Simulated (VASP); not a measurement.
# Be6Cr (Pm-3m) in VASP: single point with PBE

Aim: the single point of Be6Cr with PBE.

Program: VASP 6.6.1. These are calculated values, not measurements. Logs are shortened: lines on timing, memory, paths and dates and some standing lists are left out, and cuts for length are marked.

## 1. The cell of the first run

It takes space group Pm-3m (No. 221, cubic). The conventional cell has a = 3.765 Å, b = 3.765 Å, c = 3.765 Å, α = 90.00°, β = 90.00°, γ = 90.00°. Within 2.0 Å of Be (site symmetry 4mm) lie 5 Be at 1.49 to 1.61 Å. Within 3.6 Å of Cr (site symmetry m-3m) lie 24 Be at 2.77 Å.

## 2. Single point, PBE, collinear spin, ferromagnetic start

Input file INCAR:

```
SYSTEM = Be6Cr
PREC = Accurate ; ENCUT = 520
EDIFF = 1E-6 ; ISMEAR = 0
SIGMA = 0.1 ; LREAL = .FALSE.
LASPH = .TRUE. ; NELM = 150
ALGO = Normal ; ISIF = 2
LWAVE = .FALSE. ; LCHARG = .FALSE.
ISPIN = 2 ; MAGMOM = 0 0 0 0 0 0 3
LORBIT = 11 ; LMAXMIX = 4
GGA = PE ; NBANDS = 25
```

Input file KPOINTS:

```
Automatic mesh
0
G
  4 4 4
  0 0 0
```

Input file POSCAR:

```
Be6Cr
1.0
    3.7650775900      0.0000000000      0.0000000000
    0.0000000000      3.7650775900      0.0000000000
    0.0000000000      0.0000000000      3.7650775900
Be Cr
6 1
Direct
    0.1985120000      0.5000000000      0.5000000000
    0.5000000000      0.8014880000      0.5000000000
    0.5000000000      0.1985120000      0.5000000000
    0.8014880000      0.5000000000      0.5000000000
    0.5000000000      0.5000000000      0.1985120000
    0.5000000000      0.5000000000      0.8014880000
    0.0000000000      0.0000000000      0.0000000000
```

Potentials or basis: VASP PAW PBE potentials, release 64 (Be, Cr_pv).

Command:

```console
cat potpaw_PBE.64/Be/POTCAR potpaw_PBE.64/Cr_pv/POTCAR > POTCAR
mpirun -np 1 vasp_std > vasp.out
```

OUTCAR:

```text
SYSTEM = Be6Cr
   PREC = Accurate
   ENCUT = 520
   EDIFF = 1E-6
   ISMEAR = 0
   LREAL = .FALSE.
   LASPH = .TRUE.
   NELM = 150
   ISIF = 2
   ISPIN = 2
   LORBIT = 11
   GGA = PE

 ion  position               nearest neighbor table
   1  0.199  0.500  0.500-   4 1.49   3 1.61   2 1.61   5 1.61   6 1.61   4 2.27   7 2.77   7 2.77
                             7 2.77   7 2.77
   2  0.500  0.801  0.500-   3 1.49   1 1.61   4 1.61   5 1.61   6 1.61   3 2.27   7 2.77   7 2.77
                             7 2.77   7 2.77
   3  0.500  0.199  0.500-   2 1.49   1 1.61   4 1.61   5 1.61   6 1.61   2 2.27   7 2.77   7 2.77
                             7 2.77   7 2.77
   4  0.801  0.500  0.500-   1 1.49   2 1.61   3 1.61   5 1.61   6 1.61   1 2.27   7 2.77   7 2.77
                             7 2.77   7 2.77
   5  0.500  0.500  0.199-   6 1.49   2 1.61   3 1.61   4 1.61   1 1.61   6 2.27   7 2.77   7 2.77
                             7 2.77   7 2.77
   6  0.500  0.500  0.801-   5 1.49   2 1.61   3 1.61   4 1.61   1 1.61   5 2.27   7 2.77   7 2.77
                             7 2.77   7 2.77
   7  0.000  0.000  0.000-   1 2.77   2 2.77   3 2.77   4 2.77   5 2.77   6 2.77   1 2.77   2 2.77
                             3 2.77   4 2.77   1 2.77   4 2.77   5 2.77   6 2.77   1 2.77   4 2.77

  LATTYP: Found a simple cubic cell.
 ALAT       =     3.7650775900

  Lattice vectors:

 A1 = (   3.7650775900,   0.0000000000,   0.0000000000)
 A2 = (   0.0000000000,   3.7650775900,   0.0000000000)
 A3 = (   0.0000000000,   0.0000000000,   3.7650775900)

Analysis of symmetry for initial positions (statically):
=====================================================================
 Subroutine PRICEL returns:
 Original cell was already a primitive cell.

 Routine SETGRP: Setting up the symmetry group for a
 simple cubic supercell.

 Subroutine GETGRP returns: Found 48 space group operations
 (whereof 48 operations were pure point group operations)
 out of a pool of 48 trial point group operations.

The static configuration has the point symmetry O_h .

Analysis of symmetry for dynamics (positions and initial velocities):
=====================================================================
 Subroutine PRICEL returns:
 Original cell was already a primitive cell.

 Routine SETGRP: Setting up the symmetry group for a
 simple cubic supercell.

 Subroutine GETGRP returns: Found 48 space group operations
 (whereof 48 operations were pure point group operations)
 out of a pool of 48 trial point group operations.

The dynamic configuration has the point symmetry O_h .

Analysis of structural, dynamic, and magnetic symmetry:
=====================================================================
[... 149 lines left out ...]
  ext. energy  EPLUGINS =         0.00000000
  ---------------------------------------------------
  free energy    TOTEN  =       -10.99227373 eV

  energy without entropy =      -10.97928805  energy(sigma->0) =      -10.98578089

 E-fermi :   8.1679     XC(G=0): -11.3530

 val. band max:        8.1619802434   @ k =   0.5000   0.2500   0.2500
 cond. band min:       8.2067041929   @ k =   0.2500   0.0000   0.0000
 fundamental gap:      0.0447239495
 Fermi energy:         8.1678501171

 spin component 1

 k-point     1 :       0.0000    0.0000    0.0000
  band No.  band energies     occupation
      1     -34.0603      1.00000
      2     -34.0603      1.00000
      3     -34.0603      1.00000
      4      -3.1937      1.00000
      5       0.9777      1.00000
      6       3.5113      1.00000
[... 259 lines left out ...]
     23      19.3484      0.00000
     24      19.3484      0.00000
 Fermi energy:         8.1678501171

 spin component 2

 k-point     1 :       0.0000    0.0000    0.0000
  band No.  band energies     occupation
      1     -36.4768      1.00000
      2     -36.4768      1.00000
      3     -36.4768      1.00000
      4      -3.1622      1.00000
      5       1.1254      1.00000
      6       3.5939      1.00000
[... 259 lines left out ...]
     23      19.6891      0.00000
     24      19.7339      0.00000
 [bands above 24 left out]

------------------------ aborting loop because EDIFF is reached ----------------------------------------

  FORCE on cell =-STRESS in cart. coord.  units (eV):
  Direction    XX          YY          ZZ          XY          YZ          ZX
  --------------------------------------------------------------------------------------
  -------------------------------------------------------------------------------------
  Total       32.0308939     32.0308939     32.0308939      0.0000000      0.0000000     -0.0000000
  in kB      961.5189557    961.5189557    961.5189557      0.0000000      0.0000000     -0.0000000
  external PRESSURE =     961.5189557 kB  Pullay stress =       0.0000000 kB

 VOLUME and BASIS-vectors are now :
 -----------------------------------------------------------------------------
  energy-cutoff  :      520.00
  volume of cell :       53.37
      direct lattice vectors                 reciprocal lattice vectors
     3.765077590  0.000000000  0.000000000     0.265598776  0.000000000  0.000000000
     0.000000000  3.765077590  0.000000000     0.000000000  0.265598776  0.000000000
     0.000000000  0.000000000  3.765077590     0.000000000  0.000000000  0.265598776

 POSITION                                       TOTAL-FORCE (eV/Angst)
 -----------------------------------------------------------------------------------
      0.74741      1.88254      1.88254        -4.931823     -0.000000      0.000000
      1.88254      3.01766      1.88254         0.000000      4.931823      0.000000
      1.88254      0.74741      1.88254        -0.000000     -4.931823      0.000000
      3.01766      1.88254      1.88254         4.931823     -0.000000      0.000000
      1.88254      1.88254      0.74741        -0.000000     -0.000000     -4.931823
      1.88254      1.88254      3.01766         0.000000     -0.000000      4.931823
      0.00000      0.00000      0.00000         0.000000     -0.000000      0.000000
 -----------------------------------------------------------------------------------
    total drift:                               -0.000000      0.000000      0.000000

  FREE ENERGIE OF THE ION-ELECTRON SYSTEM (eV)
  ---------------------------------------------------
  free  energy   TOTEN  =       -10.9922737303 eV

  energy  without entropy=      -10.9792880483  energy(sigma->0) =      -10.98578089

 total charge

# of ion       s       p       d       tot
------------------------------------------
    1        0.703   1.303   0.000   2.007
    2        0.703   1.303   0.000   2.007
    3        0.703   1.303   0.000   2.007
    4        0.703   1.303   0.000   2.007
    5        0.703   1.303   0.000   2.007
    6        0.703   1.303   0.000   2.007
    7        0.194   6.180   4.042  10.416
--------------------------------------------------
tot          4.413  14.001   4.042  22.456

 magnetization (x)

# of ion       s       p       d       tot
------------------------------------------
    1        0.026   0.089   0.000   0.115
    2        0.026   0.089   0.000   0.115
    3        0.026   0.089   0.000   0.115
    4        0.026   0.089   0.000   0.115
    5        0.026   0.089   0.000   0.115
    6        0.026   0.089   0.000   0.115
    7       -0.032  -0.024  -2.309  -2.365
--------------------------------------------------
tot          0.124   0.508  -2.309  -1.677
```

stdout:

```text
POSCAR found type information on POSCAR BeCr
 POSCAR found :  2 types and       7 ions
 scaLAPACK will be used
 LDA part: xc-table for (Slater+PW92), standard interpolation
 POSCAR, INCAR and KPOINTS ok, starting setup
 FFT: planning ... GRIDC
 FFT: planning ... GRID_SOFT
 FFT: planning ... GRID
 WAVECAR not read
 entering main loop
```

Run time: 87 s. Hardware: 1 thread of Intel Xeon Platinum 8259CL at 2.50GHz (Skylake/Cascade Lake), shared host; peak memory 0.18 GiB.

What came out:

| Property | Result |
| --- | --- |
| Free energy | -10.9923 eV |
| Pressure | 96.2 GPa |
| Largest force | 4.932 eV/Å |
| Net moment | -1.90 μB per cell |
| Site moments | Be +0.12; Cr -2.37 μB |
| Valence electrons inside the program's atomic spheres | Be 2.01; Cr 10.42 |

Forces on the atoms (eV/Å):
```
Be  -4.932  0.000  0.000
Be   0.000  4.932  0.000
Be   0.000 -4.932  0.000
Be   4.932  0.000  0.000
Be   0.000  0.000 -4.932
Be   0.000  0.000  4.932
Cr   0.000  0.000  0.000
```

Caveat: the k points lie up to 0.42 Å⁻¹ apart; forces of over 1 eV/Å act on the atoms, so gaps and moduli don't describe the material at rest.
